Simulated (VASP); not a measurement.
Input of a VASP 6.6.1 run:

INCAR

```
SYSTEM = Si3Ni
PREC = Accurate ; ENCUT = 600
EDIFF = 1E-7 ; ISMEAR = 0
SIGMA = 0.1 ; LREAL = .False.
LASPH = .True. ; NELM = 60
ALGO = Normal ; ISIF = 3
LWAVE = .False. ; LCHARG = .False.
GGA = PE ; IBRION = 2
NSW = 100 ; EDIFFG = -0.05
```

Contents of KPOINTS:

```
regular mesh
0
Gamma
  6 6 6
  0 0 0
```

File POSCAR:

```
Si3Ni
1.0
    0.0000000000      2.9229053813      2.9229053813
    2.9229053813      0.0000000000      2.9229053813
    2.9229053813      2.9229053813      0.0000000000
Si Ni
3 1
Direct
    0.2500000000      0.2500000000      0.2500000000
    0.7500000000      0.7500000000      0.7500000000
    0.5000000000      0.5000000000      0.5000000000
    0.0000000000      0.0000000000      0.0000000000
```

Potentials or basis: VASP PAW PBE potentials, release 64 (Si, Ni).

The run is started by

```bash
$ cat potpaw_PBE.64/Si/POTCAR potpaw_PBE.64/Ni/POTCAR > POTCAR
$ mpirun -np 1 vasp_std > vasp.out
```

**Question.** Estimate the space group after relaxing (to 0.05 Å).

**Answer.** Fm-3m (No. 225).

**Question.** Estimate the relaxed cell.

**Answer.** a = 4.237 Å, b = 4.237 Å, c = 4.237 Å, α = 60.00°, β = 60.00°, γ = 60.00°.

Step by step:
| step | energy change (eV) | largest force (eV/Å) | pressure (GPa) | volume (Å³) |
| --- | --- | --- | --- | --- |
| 1 | 0.0000 | 0.0000 | 9.91 | 49.94 |
| 2 | -0.0876 | 0.0000 | -3.66 | 55.73 |
| 3 | -0.1113 | 0.0000 | -0.06 | 53.78 |

Spin polarisation is off, so any magnetic state and its effect on volume and gap are missing.
